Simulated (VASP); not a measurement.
# Ti (P6_3/mmc) in VASP: relaxation of cell and atoms with BLYP+D3(BJ)

Aim: the relaxation of cell and atoms of Ti with BLYP+D3(BJ).

All numbers are computed with VASP 6.6.1; they aren't measurements. Logs are shortened: lines on timing, memory, paths and dates and some standing lists are left out, and cuts for length are marked.

## 1. The cell of the first run

The structure is hexagonal, space group P6_3/mmc (No. 194). Conventional cell: a = 2.950 Å, b = 2.950 Å, c = 4.680 Å, α = 90.00°, β = 90.00°, γ = 120.00°. Ti (site symmetry -6m2) has 12 Ti at 2.89 to 2.95 Å within 3.8 Å.

## 2. Relaxation of cell and atoms, BLYP+D3(BJ)

Contents of INCAR:

```
SYSTEM = Ti
PREC = Accurate
ENCUT = 600
EDIFF = 1E-6
ISMEAR = -1
SIGMA = 0.05
LREAL = .FALSE.
LASPH = .TRUE.
NELM = 100
ALGO = Normal
ISIF = 3
LWAVE = .FALSE.
LCHARG = .FALSE.
GGA = B5
ALDAX = 1.0
AGGAX = 1.0
AGGAC = 1.0
ALDAC = 0.0
IVDW = 12
VDW_S6 = 1.0
VDW_S8 = 2.6996
VDW_A1 = 0.4298
VDW_A2 = 4.2359
IBRION = 2
NSW = 60
EDIFFG = -0.01
```

Contents of KPOINTS:

```
regular mesh
0
G
  10 10 6
  0 0 0
```

Contents of POSCAR:

```
Ti
1.0
    2.9500000000      0.0000000000      0.0000000000
   -1.4750000000      2.5547749412      0.0000000000
    0.0000000000      0.0000000000      4.6800000000
Ti
2
Direct
    0.6666666667      0.3333333333      0.7500000000
    0.3333333333      0.6666666667      0.2500000000
```

Potentials or basis: VASP PAW PBE potentials, release 64 (Ti_sv).

Started as:

```sh
$ cat potpaw_PBE.64/Ti_sv/POTCAR > POTCAR
$ mpirun -np 1 vasp_std > vasp.out
```

OUTCAR:

```text
SYSTEM = Ti
   PREC = Accurate
   ENCUT = 600
   EDIFF = 1E-6
   ISMEAR = -1
   LREAL = .FALSE.
   LASPH = .TRUE.
   NELM = 100
   ISIF = 3
   GGA = B5
   IVDW = 12
   IBRION = 2
   NSW = 60
   EDIFFG = -0.01
 IVDW          = 12

 ion  position               nearest neighbor table
   1  0.667  0.333  0.750-   2 2.89   2 2.89   2 2.89   2 2.89   2 2.89   2 2.89
   2  0.333  0.667  0.250-   1 2.89   1 2.89   1 2.89   1 2.89   1 2.89   1 2.89

  LATTYP: Found a hexagonal cell.
 ALAT       =     2.9500000000
 C/A-ratio  =     1.5864406780

  Lattice vectors:

 A1 = (   2.9500000000,   0.0000000000,   0.0000000000)
 A2 = (  -1.4750000000,   2.5547749412,   0.0000000000)
 A3 = (   0.0000000000,   0.0000000000,   4.6800000000)

Analysis of symmetry for initial positions (statically):
=====================================================================
 Subroutine PRICEL returns:
 Original cell was already a primitive cell.

 Routine SETGRP: Setting up the symmetry group for a
 hexagonal supercell.

 Subroutine GETGRP returns: Found 24 space group operations
 (whereof 12 operations were pure point group operations)
 out of a pool of 24 trial point group operations.

The static configuration has the point symmetry D_3d.
 The point group associated with its full space group is D_6h.

Analysis of symmetry for dynamics (positions and initial velocities):
=====================================================================
 Subroutine PRICEL returns:
 Original cell was already a primitive cell.

 Routine SETGRP: Setting up the symmetry group for a
 hexagonal supercell.

 Subroutine GETGRP returns: Found 24 space group operations
 (whereof 12 operations were pure point group operations)
 out of a pool of 24 trial point group operations.

The dynamic configuration has the point symmetry D_3d.
 The point group associated with its full space group is D_6h.

 Subroutine INISYM returns: Found 24 space group operations
 (whereof 12 operations are pure point group operations),
 and found     1 'primitive' translations

----------------------------------------------------------------------------------------

                                     Primitive cell

  volume of cell :      35.2712

  direct lattice vectors                    reciprocal lattice vectors
     2.950000000  0.000000000  0.000000000     0.338983051  0.195711956  0.000000000
    -1.475000000  2.554774941  0.000000000     0.000000000  0.391423911  0.000000000
     0.000000000  0.000000000  4.680000000     0.000000000  0.000000000  0.213675214

  length of vectors
     2.950000000  2.950000000  4.680000000     0.391423911  0.391423911  0.213675214

  position of ions in fractional coordinates (direct lattice)
     0.666666667  0.333333333  0.750000000
     0.333333333  0.666666667  0.250000000

  ion indices of the primitive-cell ions
   primitive index   ion index
                 1           1
                 2           2

----------------------------------------------------------------------------------------

 KPOINTS: regular mesh

Automatic generation of k-mesh.
 Grid dimensions read from file:
 generate k-points for:   10   10    6

 Generating k-lattice:

  Cartesian coordinates                     Fractional coordinates (reciprocal lattice)
     0.033898305  0.019571196  0.000000000     0.100000000 -0.000000000  0.000000000
     0.000000000  0.039142391  0.000000000     0.000000000  0.100000000  0.000000000
     0.000000000  0.000000000  0.035612536     0.000000000  0.000000000  0.166666667

  Length of vectors
     0.039142391  0.039142391  0.035612536

  Shift w.r.t. Gamma in fractional coordinates (k-lattice)
     0.000000000  0.000000000  0.000000000

 Subroutine IBZKPT returns following result:
 ===========================================

 Found     56 irreducible k-points:

 Following reciprocal coordinates:
            Coordinates               Weight
  0.000000  0.000000  0.000000      1.000000
  0.100000  0.000000  0.000000      6.000000
  0.200000  0.000000  0.000000      6.000000
  0.300000  0.000000  0.000000      6.000000
  0.400000  0.000000  0.000000      6.000000
  0.500000  0.000000  0.000000      3.000000
[... 16 lines left out ...]
  0.300000  0.100000  0.166667     24.000000
  0.400000  0.100000  0.166667     24.000000
 [... further k-points ...]
   k-points           NKPTS =     56   k-points in BZ     NKDIM =     56   number of bands    NBANDS=     16
   number of dos      NEDOS =    301   number of ions     NIONS =      2
   total plane-waves  NPLWV =  23040
   dimension x,y,z NGX =    24 NGY =   24 NGZ =   40
   dimension x,y,z NGXF=    48 NGYF=   48 NGZF=   80
   ions per type =               2
   NGX,Y,Z   is equivalent  to a cutoff of  13.53, 13.53, 14.21 a.u.
   NGXF,Y,Z  is equivalent  to a cutoff of  27.05, 27.05, 28.42 a.u.
 SYSTEM =  Ti
   PREC   = accura    normal or accurate (medium, high low for compatibility)
   ISTART =      0    job   : 0-new  1-cont  2-samecut
   ICHARG =      2    charge: 1-file 2-atom 10-const
   ISPIN  =      1    spin polarized calculation?
   LNONCOLLINEAR =      F non collinear calculations
   LSORBIT =      F    spin-orbit coupling
   LASPH  =      T    aspherical Exc in radial PAW
   ENCUT  =  600.0 eV  44.10 Ry    6.64 a.u.   5.89  5.89  9.35*2*pi/ulx,y,z
   NELM   =    100;   NELMIN=  2; NELMDL= -5     # of ELM steps
   EDIFF  = 0.1E-05   stopping-criterion for ELM
   LREAL  =      F    real-space projection
   EDIFFG = -.1E-01   stopping-criterion for IOM
   NSW    =     60    number of steps for IOM
   IBRION =      2    ionic relax: 0-MD 1-quasi-New 2-CG
   NFREE  =      1    steps in history (QN), initial steepest desc. (CG)
   ISIF   =      3    stress and relaxation
   ISYM   =      2    0-nonsym 1-usesym 2-fastsym
   POTIM  = 0.5000    time-step for ionic-motion
   TEBEG  =    0.0;   TEEND  =   0.0 temperature during run
   PSTRESS=    0.0 pullay stress
   NELECT =      24.0000    total number of electrons
   NUPDOWN=      -1.0000    fix difference up-down
   EMIN   =  10.00;   EMAX   =-10.00  energy-range for DOS
   EFERMI =   0.00;   METHOD = LEGACY
   ISMEAR =    -1;   SIGMA  =   0.05  broadening in eV -4-tet -1-fermi 0-gaus
   EFERMI_NEDOS =   21; number of points for ismear=-14 and -15
   IALGO  =     38    algorithm
   IMIX   =      4    mixing-type and parameters
     AMIX     =   0.40;   BMIX     =  1.00
     AMIX_MAG =   1.60;   BMIX_MAG =  1.00
  volume/ion in A,a.u.               =      17.64       119.01
  Fermi-wavevector in a.u.,A,eV,Ry     =   1.439920  2.721055 28.209912  2.073370
  Thomas-Fermi vector in A             =   2.558722
   LORBIT       =      0    0 simple, 1 ext, 2 COOP (PROOUT), +10 PAW based schemes
   GGA     = B5    functional components
   LHFCALC =     F    Hartree Fock is set to
   AEXX    =    0.0000 exact exchange contribution
   IVDW    =    12    specifies the selected vdW correction
   LEPSILON=     F    determine dielectric tensor
   LRPA    =     F    only Hartree local field effects (RPA)
 conjugate gradient relaxation of ions
 non-spin polarized calculation
  energy-cutoff  :      600.00
  volume of cell :       35.27
 maximum number of plane-waves:      1194
 NGX is ok and might be reduce to    24
   NGX = 11   NGY = 11   NGZ = 19

--------------------------------------- Ionic step        1  -------------------------------------------

 number of electron      23.9999997 magnetization

 Free energy of the ion-electron system (eV)
  ---------------------------------------------------
  ext. energy  EPLUGINS =         0.00000000
  ---------------------------------------------------
  free energy    TOTEN  =       -13.54543624 eV

  energy without entropy =      -13.52491812  energy(sigma->0) =      -13.53517718

------------------------ aborting loop because EDIFF is reached ----------------------------------------

 Edisp (eV)   -2.80022

 E8    (eV) :    -2.1372
[... 31 lines left out ...]
--------------------------------------- Ionic step        2  -------------------------------------------

 number of electron      24.0000001 magnetization

 E-fermi :  10.9750     XC(G=0): -11.8655

 val. band max:       10.9677208482   @ k =   0.2000   0.2000   0.5000
 cond. band min:      11.0578989887   @ k =   0.0000   0.0000   0.5000
 fundamental gap:      0.0901781405
 Fermi energy:        10.9750452696

 k-point     1 :       0.0000    0.0000    0.0000
  band No.  band energies     occupation
      1     -45.4271      2.00000
      2     -45.1306      2.00000
      3     -22.4431      2.00000
      4     -21.3103      2.00000
      5     -21.3103      2.00000
      6     -21.1529      2.00000
[... 433 lines left out ...]
      3     -22.2076      2.00000
      4     -22.0000      2.00000
      5     -21.7776      2.00000
      6     -21.5775      2.00000
[... 8 lines left out ...]
     15      12.4168      0.00000
     16      14.7039      0.00000

 [... further k-points ...]

------------------------ aborting loop because EDIFF is reached ----------------------------------------

 Edisp (eV)   -3.47692

 E8    (eV) :    -2.6579
[... 151 lines left out ...]
--------------------------------------- Ionic step        6  -------------------------------------------

 number of electron      24.0000004 magnetization

 Free energy of the ion-electron system (eV)
  ---------------------------------------------------
  ext. energy  EPLUGINS =         0.00000000
  ---------------------------------------------------
  free energy    TOTEN  =       -13.33347719 eV

  energy without entropy =      -13.31688349  energy(sigma->0) =      -13.32518034

 E-fermi :   9.9801     XC(G=0): -11.4647

 val. band max:        9.9782049000   @ k =   0.3000   0.2000   0.3333
 cond. band min:      10.0000370726   @ k =   0.2000   0.2000   0.5000
 fundamental gap:      0.0218321726
 Fermi energy:         9.9801323518

 k-point     1 :       0.0000    0.0000    0.0000
  band No.  band energies     occupation
      1     -46.5044      2.00000
      2     -46.2898      2.00000
      3     -23.3973      2.00000
      4     -22.5043      2.00000
      5     -22.5043      2.00000
      6     -22.3975      2.00000
[... 433 lines left out ...]
      3     -23.2014      2.00000
      4     -23.0412      2.00000
      5     -22.8779      2.00000
      6     -22.7129      2.00000
[... 8 lines left out ...]
     15      11.2817      0.00000
     16      13.3694      0.00000

 [... further k-points ...]

------------------------ aborting loop because EDIFF is reached ----------------------------------------

 Edisp (eV)   -3.18643

 E8    (eV) :    -2.4342
[... 25 lines left out ...]
  FREE ENERGIE OF THE ION-ELECTRON SYSTEM (eV)
  ---------------------------------------------------
  free  energy   TOTEN  =       -16.5199081068 eV

  energy  without entropy=      -16.5033144000  energy(sigma->0) =      -16.51161125

 reached required accuracy - stopping structural energy minimisation
```

Wall time 5.3 min (1 thread of Intel Xeon 8259CL, shared host); peak memory 0.2 GiB.

Results:

* Free energy: -16.5199 eV
* Relaxed volume: 15.60 Å³/atom
* Relaxed cell: a = 2.834 Å, b = 2.834 Å, c = 4.487 Å, α = 90.00°, β = 90.00°, γ = 120.00°
* Space group after relaxing (to 0.05 Å): P6_3/mmc (No. 194)
* Energy gained by relaxing: 87.1 meV/atom
* Ionic steps: 6
* Pressure after relaxing: -0.1 GPa
* Band gap on the k mesh: zero (band 12 reaches 10.75 eV, above the bottom of band 13 at 9.81 eV)
* Dispersion energy per atom: -1.593 eV

Step by step:
| step | energy change (eV) | largest force (eV/Å) | pressure (GPa) | volume (Å³) |
| --- | --- | --- | --- | --- |
| 1 | 0.0000 | 0.0000 | -12.47 | 35.27 |
| 2 | -0.0860 | 0.0000 | 12.06 | 28.72 |
| 3 | -0.1742 | 0.0000 | -0.18 | 31.23 |
| 4 | -0.1742 | 0.0000 | 0.17 | 31.15 |
| 5 | -0.1743 | 0.0000 | -0.13 | 31.22 |
| 6 | -0.1743 | 0.0000 | -0.05 | 31.20 |

Final structure:
```cif
data_structure
_symmetry_space_group_name_H-M 'P 1'
_symmetry_Int_Tables_number 1
_cell_length_a 2.8336
_cell_length_b 2.8336
_cell_length_c 4.4866
_cell_angle_alpha 90.000
_cell_angle_beta 90.000
_cell_angle_gamma 120.000
_cell_volume 31.20
loop_
_atom_site_label
_atom_site_type_symbol
_atom_site_fract_x
_atom_site_fract_y
_atom_site_fract_z
_atom_site_occupancy
Ti1 Ti 0.66667 0.33333 0.75000 1
Ti2 Ti 0.33333 0.66667 0.25000 1
```

Caveat: the PAW data sets were made with another functional, which shifts forces and pressure a little; the volume moved by -12 % from the deposited cell, more than functionals usually miss; pairwise dispersion overbinds metals, which lowers pressure and volume.
